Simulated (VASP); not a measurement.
**SrCl2: single point with PBE**

SrCl2:

```
Sr Cl
1.0
     0.09794    3.48550    3.48550
     3.58344    0.00000    3.58344
     3.48550    3.48550    0.09794
Sr Cl
1 2
Direct
  0.00000 0.00000 0.00000
  0.25000 0.25000 0.25000
  0.75000 0.75000 0.75000
```

This cell differs from its parent crystal: strain +0.0562 x Voigt [0, 0, 0, 0, 1, 0].

```yaml
Program: VASP 6.6.1
Task: single point
Functional: PBE
Potentials_or_basis: VASP PAW PBE potentials, release 64 (Sr_sv, Cl)
Cutoff: 520 eV
k_mesh: 6 × 6 × 6
Occupations: gaussian, width 0.05 eV
Spin: no spin polarisation
```

- Pressure: 1.3 GPa
- Largest force: 0.146 eV/Å
- Band gap on the k mesh: 5.35 eV, indirect (least direct gap 5.52 eV)

Forces in eV/Å, atoms in the order of the input:
```
Sr   0.000  0.000  0.000
Cl   0.000 -0.146  0.000
Cl   0.000  0.146  0.000
```

Stress tensor (GPa, compression positive):
```
 1.32  0.00 -0.86
 0.00  1.35  0.00
-0.86  0.00  1.32
```

Levels at points of the mesh, in eV from the valence-band top:
```tsv
k point	band 9	band 10	band 11	band 12	band 13	band 14	band 15	band 16
(0.00, 0.00, 0.00)	-2.11	-0.37	-0.34	-0.30	5.35	6.10	6.12	8.75
(0.50, 0.00, 0.00)	-1.52	-1.31	-1.08	-1.04	6.68	6.85	7.58	7.90
(0.00, 0.50, 0.00)	-1.46	-1.33	-1.05	-1.01	6.61	6.77	7.45	7.87
(0.50, 0.50, 0.00)	-1.87	-0.41	-0.41	0.00	5.51	7.01	7.62	8.02
(0.50, 0.00, 0.50)	-1.79	-0.54	-0.27	0.00	5.52	7.04	7.62	7.86
```

Wall time 3.1 min on 1 thread of AMD EPYC 7R13, on a shared host, peak memory 0.24 GiB.

Caveat: the cell differs from its parent crystal (strain +0.0562 x Voigt [0, 0, 0, 0, 1, 0]). A k mesh can miss the band edges.
